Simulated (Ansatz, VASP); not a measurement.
Si in VASP and in Ansatz

POSCAR

```
Si
1.0
    3.9279328026      0.0000000000      0.0000000000
   -1.9639664013      3.4016895914      0.0000000000
    0.0000000000      0.0000000000      6.2979579799
Si
4
Direct
    0.3333333333      0.6666666667     -0.0013027245
    0.6666666667      0.3333333333      0.4986972755
    0.3333333333      0.6666666667      0.3763027245
    0.6666666667      0.3333333333      0.8763027245
```

INCAR.step1

```
SYSTEM = Si
ALGO = Normal
EDIFF = 1E-4
ENCUT = 520
GGA = PE
ISMEAR = 0
LASPH = .True.
LCHARG = .False.
LREAL = .False.
LWAVE = .True.
NBANDS = 16
NELM = 100
PREC = Accurate
SIGMA = 0.01
```

File INCAR.step2:

```
SYSTEM = Si
ALGO = Normal
EDIFF = 1E-7
ENCUT = 520
ISIF = 2
ISMEAR = 0
ISTART = 1
LASPH = .True.
LCHARG = .False.
LMIXTAU = .True.
LREAL = .False.
LWAVE = .False.
METAGGA = R2SCAN
NBANDS = 16
NELM = 100
PREC = Accurate
SIGMA = 0.01
```

Contents of KPOINTS:

```
k-points
0
Gamma
  12 12 4
  0 0 0
```

Input for Ansatz:

```yaml
crystal:
  lattice:
    - [3.9279328026, 0.0, 0.0]
    - [-1.9639664013, 3.4016895914, 0.0]
    - [0.0, 0.0, 6.2979579799]
  atoms:
    - { symbol: Si, position: [0.3333333333, 0.6666666667, -0.0013027245] }
    - { symbol: Si, position: [0.6666666667, 0.3333333333, 0.4986972755] }
    - { symbol: Si, position: [0.3333333333, 0.6666666667, 0.3763027245] }
    - { symbol: Si, position: [0.6666666667, 0.3333333333, 0.8763027245] }
kpoints:
  mp_grid: { grid: [12, 12, 4] }
  band_path:
    path:
      - [0.0, 0.0, 0.0]
      - [0.5, 0.0, 0.0]
      - [0.3333333333, 0.3333333333, 0.0]
      - [0.0, 0.0, 0.5]
      - [0.5, 0.0, 0.5]
      - [0.3333333333, 0.3333333333, 0.5]
    npoints: 1
hamiltonian:
  xc: r2scan
scf:
  occupations: { method: fixed }
  n_extra_bands: 5
output:
  forces: true
  stress: true
  eigenvalues: true
```

Change from the starting cell: epitaxial_xy strain +2.5%.

Alike in both runs: task single point; functional r2SCAN; k mesh 12 × 12 × 4; no spin polarisation.

|  | VASP | Ansatz |
| --- | --- | --- |
| version | VASP 6.6.1 | Ansatz 0.2.0 |
| potentials or method | VASP PAW PBE potentials, release 64 (Si) | plane waves, PAW |
| plane-wave cutoff (eV) | 520 | 500 |
| occupations | gaussian, width 0.01 eV | fixed |
| valence electrons in the cell | 16 | 16 |

Ansatz gave:

| Quantity | Value |
| --- | --- |
| gap on the k mesh at the Fermi level (eV) | 0.58 |
| pressure (GPa) | -3.7 |
| traceless stress, the component that is largest in VASP (GPa) | 3.64 |

**Question.** What did VASP give for the same quantities?

**Answer.** gap on the k mesh at the Fermi level (eV): 0.59; pressure (GPa): -3.9; traceless stress, the component that is largest in VASP (GPa): 3.65.

VASP's potentials were made for PBE, not for r2SCAN.
